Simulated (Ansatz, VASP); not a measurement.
YSe3 in VASP and in Ansatz

```xyz
4
Lattice="-1.9729 1.9729 6.1880 1.9729 -1.9729 6.1880 1.9729 1.9729 -6.1880" Properties=species:S:1:pos:R:3 pbc="T T T"
Y     0.0000    0.0000    0.0000
Se    0.0000    0.0000    6.1880
Se    1.9729    0.0000    3.0940
Se    0.0000    1.9729    3.0940
```

Alike in both runs: functional PBE; k mesh 16 × 16 × 16; occupations gaussian, width 0.1 eV; no spin polarisation.

Ansatz relaxed the structure, and its values are those at the end. VASP's run is a single point on that final structure, the one shown.

```csv
,VASP,Ansatz
version,VASP 6.6.1,Ansatz 0.2.0
potentials or method,"VASP PAW PBE potentials, release 64 (Y_sv, Se), cutoff 520 eV","scalar-relativistic, plane waves, PAW"
valence electrons in the cell,29,59
```

```tsv
	VASP	Ansatz	Ansatz less VASP
gap on the k mesh at the Fermi level (eV)	none	none	-
pressure (GPa)	0.0	0.0	-0.04
```

A gap of «none» marks a metal or a gap that the smearing closes. VASP's potentials hold 29 valence electrons a cell and Ansatz's 59, so a difference there can come from the potentials and not from the codes.
